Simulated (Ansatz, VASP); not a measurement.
AgCl in VASP and in Ansatz

Contents of INCAR:

```
SYSTEM = AgCl
ALGO = Normal
EDIFF = 1E-6
ENCUT = 520
GGA = PE
ISIF = 2
ISMEAR = 0
LASPH = .True.
LCHARG = .True.
LELF = .True.
LREAL = .False.
LVHAR = .True.
LWAVE = .False.
NBANDS = 16
NELM = 80
PREC = Accurate
SIGMA = 0.05
```

The input KPOINTS:

```
k-points
0
Gamma
  10 10 10
  0 0 0
```

Contents of POSCAR:

```
AgCl
1.0
    0.0000000000      2.7350000000      2.7350000000
    2.7350000000      0.0000000000      2.7350000000
    2.7350000000      2.7350000000      0.0000000000
Ag Cl
1 1
Direct
    0.0000000000      0.0000000000      0.0000000000
    0.5000000000      0.5000000000      0.5000000000
```

Input for Ansatz:

```yaml
crystal:
  lattice:
    - [0.0, 2.735, 2.735]
    - [2.735, 0.0, 2.735]
    - [2.735, 2.735, 0.0]
  atoms:
    - { symbol: Ag, position: [0.0, 0.0, 0.0] }
    - { symbol: Cl, position: [0.5, 0.5, 0.5] }
basis:
  ecutwfc: 420
  fft_grid_basis: typed
kpoints:
  mp_grid: { grid: [10, 10, 10] }
hamiltonian:
  xc: pbe
  pseudopotentials: { kind: paw }
scf:
  occupations: { method: gaussian, width: 0.05 }
output:
  forces: true
  stress: true
  eigenvalues: true
  bader: true
  write_density: true
  volumetric_format: npy
  elf: true
```

Alike in both runs: task single point; functional PBE; k mesh 10 × 10 × 10; occupations gaussian, width 0.05 eV; no spin polarisation.

|  | VASP | Ansatz |
| --- | --- | --- |
| version | VASP 6.6.1 | Ansatz 0.2.0 |
| potentials or method | VASP PAW PBE potentials, release 64 (Ag, Cl), cutoff 520 eV | scalar-relativistic, plane waves, PAW |
| valence electrons in the cell | 18 | 26 |

VASP gave:

| Quantity | Value |
| --- | --- |
| gap on the k mesh at the Fermi level (eV) | 0.90 |
| pressure (GPa) | 3.8 |

Q: Estimate Ansatz's values.

A: gap on the k mesh at the Fermi level (eV): 0.91; pressure (GPa): 3.9.

The functional is the same, so the differences come from potentials, cutoffs and numerics. VASP's potentials hold 18 valence electrons a cell and Ansatz's 26, so a difference there can come from the potentials and not from the codes.
